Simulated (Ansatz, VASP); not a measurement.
## One calculation of Ru, two programs

```xyz
2
Lattice="2.7568 0.0000 0.0000 -1.3784 2.3874 0.0000 0.0000 0.0000 4.1456" Properties=species:S:1:pos:R:3 pbc="T T T"
Ru    0.0000    1.5916    1.0364
Ru    1.3784    0.7958    3.1092
```

Change from the starting cell: strain +0.025 along x and y, -0.025 along z, atoms carried along.

Alike in both runs: task single point; functional PBEsol; k mesh 24 × 24 × 14; occupations gaussian, width 0.15 eV; no spin polarisation.

|  | VASP | Ansatz |
| --- | --- | --- |
| version | VASP 6.6.1 | Ansatz 0.2.0 |
| potentials or method | VASP PAW PBE potentials, release 64 (Ru_pv), cutoff 520 eV | scalar-relativistic, plane waves, PAW |
| valence electrons in the cell | 28 | 32 |

```csv
,VASP,Ansatz,Ansatz less VASP
gap on the k mesh at the Fermi level (eV),none,none,-
pressure (GPa),-6.4,-6.3,+0.08
"traceless stress, the component that is largest in VASP (GPa)",13.78,13.77,-0.005
```

VASP's potentials were made for PBE, not for PBEsol. A gap of «none» marks a metal or a gap that the smearing closes. VASP's potentials hold 28 valence electrons a cell and Ansatz's 32, so a difference there can come from the potentials and not from the codes.
